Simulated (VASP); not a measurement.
Here is a VASP 6.6.1 calculation.

INCAR

```
SYSTEM = Bi
PREC = Accurate
ENCUT = 520
EDIFF = 1E-7
ISMEAR = -1
SIGMA = 0.08
LREAL = .FALSE.
LASPH = .TRUE.
NELM = 80
ALGO = Normal
ISIF = 2
LWAVE = .FALSE.
LCHARG = .FALSE.
GGA = PS
NBANDS = 22
```

KPOINTS

```
Automatic mesh
0
G
  16 16 9
  0 0 0
```

File POSCAR:

```
Bi
1.0
    2.6655963540      0.0000000000      0.0000000000
   -1.3327981770      2.3084741588      0.0000000000
    0.0000000000      0.0000000000      4.2293517835
Bi
2
Direct
    0.3333333333      0.6666666667      0.2500000000
    0.6666666667      0.3333333333      0.7500000000
```

Potentials or basis: VASP PAW PBE potentials, release 64 (Bi_d).

Launch:

```sh
$ cat potpaw_PBE.64/Bi_d/POTCAR > POTCAR
$ mpirun -np 1 vasp_std > vasp.out
```

What does it give for the band gap on the k mesh?

Zero (band 15 reaches 32.11 eV, above the bottom of band 16 at 18.91 eV).

Estimate the pressure.

360.2 GPa.

Stress tensor (GPa, compression positive):
```
360.32   0.00   0.00
  0.00 360.32   0.00
  0.00   0.00 360.04
```

Caveat: the PAW data sets were made with another functional, which shifts forces and pressure a little; spin-orbit coupling is left out, which moves the levels of the heavy elements.
